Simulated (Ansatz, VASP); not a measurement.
# ZnCd5O6: VASP beside Ansatz

```
Zn Cd O
1.0
     3.30358    0.00000    0.00000
     0.00000    4.78940    0.00000
    -0.15196    0.00000    9.94846
Zn Cd O
1 5 6
Cartesian
  0.0000 4.6450 0.0000
  3.1959 4.7816 3.2662
  1.5758 2.3899 4.9742
  -0.0442 4.7816 6.6823
  1.5348 2.3643 8.3479
  1.6168 2.3643 1.6005
  3.1931 2.3957 3.3042
  1.5758 4.7874 4.9742
  -0.0414 2.3957 6.6442
  1.6956 0.0278 8.4703
  0.0000 2.5636 0.0000
  1.4560 0.0278 1.4781
```

Change from the starting cell: the structure that the rattled cell fell into.

Alike in both runs: task single point; functional PBE; k mesh 6 × 4 × 2; occupations gaussian, width 0.1 eV; collinear spin.

```csv
,VASP,Ansatz
version,VASP 6.6.1,Ansatz 0.2.0
potentials or method,"VASP PAW PBE potentials, release 64 (Zn, Cd, O), cutoff 520 eV","scalar-relativistic, plane waves, PAW"
valence electrons in the cell,108,148
```

Ansatz gave:

| Item | Value |
| --- | --- |
| gap on the k mesh at the Fermi level (eV) | none |
| pressure (GPa) | 0.0 |
| traceless stress, the component that is largest in VASP (GPa) | 0.04 |
| rms of the force components (eV/Å) | 0.043 |
| net moment per atom (μB) | 0.00 |

Problem. Which values does VASP return?

Solution. gap on the k mesh at the Fermi level (eV): none; pressure (GPa): 1.2; traceless stress, the component that is largest in VASP (GPa): 0.12; rms of the force components (eV/Å): 0.046; net moment per atom (μB): 0.00.

Atom by atom the forces differ by 0.013 eV/Å (rms over components). A gap of «none» marks a metal or a gap that the smearing closes. VASP's potentials hold 108 valence electrons a cell and Ansatz's 148, so a difference there can come from the potentials and not from the codes. Ansatz's warnings: seeded moment not kept.
